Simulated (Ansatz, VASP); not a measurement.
# Mg2Sn in VASP and in Ansatz

```
Mg Sn
1.0
     0.00000    3.40969    3.40969
     3.40969    0.00000    3.40969
     3.40969    3.40969    0.00000
Mg Sn
2 1
Direct
  0.25000 0.25000 0.25000
  0.75000 0.75000 0.75000
  0.00000 0.00000 0.00000
```

Alike in both runs: functional PBE; k mesh 12 × 12 × 12; occupations fermi-dirac, width 0.15 eV; no spin polarisation.

Ansatz relaxed the structure, and its values are those at the end. VASP's run is a single point on that final structure, the one shown.

|  | VASP | Ansatz |
| --- | --- | --- |
| version | VASP 6.6.1 | Ansatz 0.2.0 |
| potentials or method | VASP PAW PBE potentials, release 64 (Mg, Sn_d), cutoff 600 eV | scalar-relativistic, plane waves, PAW |
| valence electrons in the cell | 18 | 34 |

```csv
,VASP,Ansatz,Ansatz less VASP
gap on the k mesh at the Fermi level (eV),none,none,-
pressure (GPa),-0.1,0.0,+0.11
```

A gap of «none» marks a metal or a gap that the smearing closes. The functional is the same, so the differences come from potentials, cutoffs and numerics. VASP's potentials hold 18 valence electrons a cell and Ansatz's 34, so a difference there can come from the potentials and not from the codes.
